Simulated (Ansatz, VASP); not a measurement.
## Cu in VASP and in Ansatz

Contents of INCAR:

```
PREC = Accurate
ENCUT = 520
EDIFF = 1E-7
ISMEAR = 0
SIGMA = 0.1
LREAL = F
LASPH = T
NELM = 60
ALGO = Fast
ISIF = 2
LWAVE = F
LCHARG = F
GGA = PE
NBANDS = 24
```

File KPOINTS:

```
Automatic mesh
0
Gamma
  6 6 6
```

Contents of POSCAR:

```
Cu
1.0
    2.5092121694      0.0000000000      0.0000000000
    0.0901035226      3.9338010219      0.0000000000
    0.2697028459      1.8421587347      3.5883832513
Cu
3
Direct
    0.1500206750      0.1675863458      0.6689889454
    0.8499793250      0.8324136542      0.3310110546
    0.5000000000      0.5000000000      0.0000000000
```

Input for Ansatz:

```yaml
crystal:
  lattice:
    - [2.5092121694, 0.0, 0.0]
    - [0.0901035226, 3.9338010219, 0.0]
    - [0.2697028459, 1.8421587347, 3.5883832513]
  atoms:
    - { symbol: Cu, position: [0.150020675, 0.1675863458, 0.6689889454] }
    - { symbol: Cu, position: [0.849979325, 0.8324136542, 0.3310110546] }
    - { symbol: Cu, position: [0.5, 0.5, 0.0] }
basis:
  ecutwfc: 420
kpoints:
  mp_grid: { grid: [6, 6, 6] }
hamiltonian:
  xc: pbe
scf:
  occupations: { method: gaussian, width: 0.1 }
  lower_state_search: "off"
output:
  forces: true
  stress: true
  eigenvalues: true
```

Change from the starting cell: the structure that the rattled cell fell into.

Alike in both runs: task single point; functional PBE; k mesh 6 × 6 × 6; occupations gaussian, width 0.1 eV; no spin polarisation.

|  | VASP | Ansatz |
| --- | --- | --- |
| version | VASP 6.6.1 | Ansatz 0.2.0 |
| potentials or method | VASP PAW PBE potentials, release 64 (Cu), cutoff 520 eV | scalar-relativistic, plane waves, PAW |
| valence electrons in the cell | 33 | 57 |

```tsv
	VASP	Ansatz	Ansatz less VASP
gap on the k mesh at the Fermi level (eV)	none	none	-
pressure (GPa)	3.3	2.8	-0.50
traceless stress, the component that is largest in VASP (GPa)	1.84	1.91	+0.065
rms of the force components (eV/Å)	0.069	0.069	-0.0003
```

Atom by atom the forces differ by 0.001 eV/Å (rms over components). A gap of «none» marks a metal or a gap that the smearing closes. VASP's potentials hold 33 valence electrons a cell and Ansatz's 57, so a difference there can come from the potentials and not from the codes.

The k mesh is coarse, so the values compare programs but aren't converged.
